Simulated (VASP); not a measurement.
Wanted: the native input for a VASP 6.6.1 run.

```yaml
Task: single point
Functional: PBE
Potentials_or_basis: VASP PAW PBE potentials, release 64 (Ti_sv, Al)
Cutoff: 520 eV
k_mesh: 6 × 6 × 4
Occupations: gaussian, width 0.1 eV
Spin: no spin polarisation
Dipole_correction: no
Further_INCAR_settings: ALGO = Normal; EDIFF = 1e-06; NBANDS = 18
```

The structure of TiAl3 lies in POSCAR:

```
TiAl3
1.0
    3.9312338794      0.0000000000      0.0000000000
    0.0000000000      3.9312338794      0.0000000000
    0.0000000000      0.0000000000      6.3924547210
Ti Al
1 3
Direct
    0.5000000000      0.5000000000      0.9905789425
    0.5000000000      0.0000000000      0.2727641776
    0.0000000000      0.5000000000      0.2727641776
    0.5000000000      0.5000000000      0.5625888422
```

The input as run:

INCAR

```
ALGO     = Normal         # electronic algorithm
EDIFF    = 1E-6           # SCF threshold, eV
ENCUT    = 520            # plane-wave cutoff, eV
GGA      = PE             # functional
ISIF     = 2              # what is computed and relaxed
ISMEAR   = 0              # smearing method
LASPH    = T              # aspherical terms in the spheres
LCHARG   = F              # write CHGCAR
LREAL    = F              # projectors in reciprocal space
LWAVE    = F              # write WAVECAR
NBANDS   = 18             # bands
NELM     = 60             # most SCF steps
PREC     = Accurate       # precision mode
SIGMA    = 0.1            # smearing width, eV
```

KPOINTS

```
k-points
0
Gamma
  6 6 4
```

Potentials or basis: VASP PAW PBE potentials, release 64 (Ti_sv, Al).

Run with:

```console
$ cat potpaw_PBE.64/Ti_sv/POTCAR potpaw_PBE.64/Al/POTCAR > POTCAR
$ mpirun -np 1 vasp_std > vasp.out
```

Results of the run:

```
Pressure      : 0.1 GPa
Largest force : 0.018 eV/Å
```

Run time: 26 s on 1 thread of Intel(R) Xeon(R) 6975P-C (Granite Rapids) (shared host), peak memory 0.22 GiB.
